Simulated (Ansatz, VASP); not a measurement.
# Te: VASP beside Ansatz

Contents of INCAR:

```
SYSTEM = Te
ALGO = Normal
EDIFF = 1E-6
ENCUT = 520
GGA = PE
ISIF = 2
ISMEAR = -1
LASPH = .TRUE.
LCHARG = .TRUE.
LELF = .TRUE.
LREAL = .FALSE.
LVHAR = .TRUE.
LWAVE = .FALSE.
NBANDS = 16
NELM = 80
PREC = Accurate
SIGMA = 0.05
```

KPOINTS

```
k-points
0
G
  8 8 5
  0 0 0
```

POSCAR

```
Te
1.0
    4.7046809107      0.0000000000      0.0000000000
   -2.3523404553      4.0743731853      0.0000000000
    0.0000000000      0.0000000000      6.1660116885
Te
3
Direct
    0.2684005468      1.0000000000      0.3333333333
    0.0000000000      0.2684005468      0.6666666667
    0.7315994532      0.7315994532      0.0000000000
```

Input for Ansatz:

```yaml
crystal:
  lattice:
    - [4.7046809107, 0.0, 0.0]
    - [-2.3523404553, 4.0743731853, 0.0]
    - [0.0, 0.0, 6.1660116885]
  atoms:
    - { symbol: Te, position: [0.2684005468, 1.0, 0.3333333333] }
    - { symbol: Te, position: [0.0, 0.2684005468, 0.6666666667] }
    - { symbol: Te, position: [0.7315994532, 0.7315994532, 0.0] }
hamiltonian:
  xc: pbe
  pseudopotentials:
    kind: paw
    azcp:
      Te: "pseudopotentials/Te.paw.azcp"
basis:
  ecutwfc: 420
  fft_grid_basis: typed
kpoints:
  mp_grid: { grid: [8, 8, 5], shift: [0, 0, 0] }
magnetization:
  spin_polarized: false
scf:
  occupations: { method: fermi_dirac, width: 0.05 }
output:
  stress: true
```

Alike in both runs: task single point; functional PBE; k mesh 8 × 8 × 5; occupations fermi-dirac, width 0.05 eV; no spin polarisation.

```csv
,VASP,Ansatz
version,VASP 6.6.1,Ansatz 0.2.0
potentials or method,"VASP PAW PBE potentials, release 64 (Te), cutoff 520 eV","plane waves (420 eV) with PAW, scalar-relativistic"
valence electrons in the cell,18,48
```

|  | VASP | Ansatz | Ansatz less VASP |
| --- | --- | --- | --- |
| pressure (GPa) | -3.9 | -3.9 | +0.02 |
| traceless stress, the component that is largest in VASP (GPa) | -1.03 | -1.03 | +0.001 |

VASP's potentials hold 18 valence electrons a cell and Ansatz's 48, so a difference there can come from the potentials and not from the codes.

Spin-orbit coupling is off throughout.
